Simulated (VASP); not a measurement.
Wanted: the native input for a VASP 6.6.1 run.

```
Task                   : single point
Functional             : PBE
Potentials or basis    : VASP PAW PBE potentials, release 64 (Sr_sv, O)
Cutoff                 : 520 eV
k mesh                 : 9 × 9 × 4
Occupations            : gaussian, width 0.05 eV
Spin                   : no spin polarisation
Dipole correction      : no
Further INCAR settings : ALGO = Normal; EDIFF = 1e-06; NBANDS = 24
```

The structure of SrO lies in POSCAR:

```
SrO
1.0
    3.4875241810      0.0000000000      0.0000000000
   -1.7437620905      3.0202845370      0.0000000000
    0.0000000000      0.0000000000      6.0865560946
Sr O
2 2
Direct
    0.3333333333      0.6666666667      0.2543289672
    0.6666666667      0.3333333333      0.7543289672
    0.0000000000      0.0000000000     -0.0237079882
    0.0000000000      0.0000000000      0.4762920118
```

This cell differs from its parent crystal: atoms displaced along a vibrational mode, the cell strained.

One way to write it, as run:

INCAR

```
PREC     = Accurate       # precision mode
ENCUT    = 520            # plane-wave cutoff, eV
EDIFF    = 1E-6           # SCF threshold, eV
ISMEAR   = 0              # smearing method
SIGMA    = 0.05           # smearing width, eV
LREAL    = F              # projectors in reciprocal space
LASPH    = T              # aspherical terms in the spheres
NELM     = 60             # most SCF steps
ALGO     = Normal         # electronic algorithm
ISIF     = 2              # what is computed and relaxed
LWAVE    = F              # write WAVECAR
LCHARG   = F              # write CHGCAR
GGA      = PE             # functional
NBANDS   = 24             # bands
```

KPOINTS

```
Automatic mesh
0
Gamma
  9 9 4
```

Potentials or basis: VASP PAW PBE potentials, release 64 (Sr_sv, O).

Launch:

```sh
$ cat potpaw_PBE.64/Sr_sv/POTCAR potpaw_PBE.64/O/POTCAR > POTCAR
$ mpirun -np 1 vasp_std > vasp.out
```

Results of the run:

```yaml
Pressure: 9.2 GPa
Largest_force: 0.589 eV/Å
Band_gap_on_the_k_mesh: 3.39 eV (least direct gap 3.57 eV)
```

Caveat: the cell differs from its parent crystal (atoms displaced along a vibrational mode, the cell strained); the cell stands under pressure; an odd mesh through Γ misses points on the zone boundary, where band edges can lie.

Wall time 48 s on 1 thread of Intel(R) Xeon(R) 6975P-C (Granite Rapids) (shared host), peak memory 0.21 GiB.
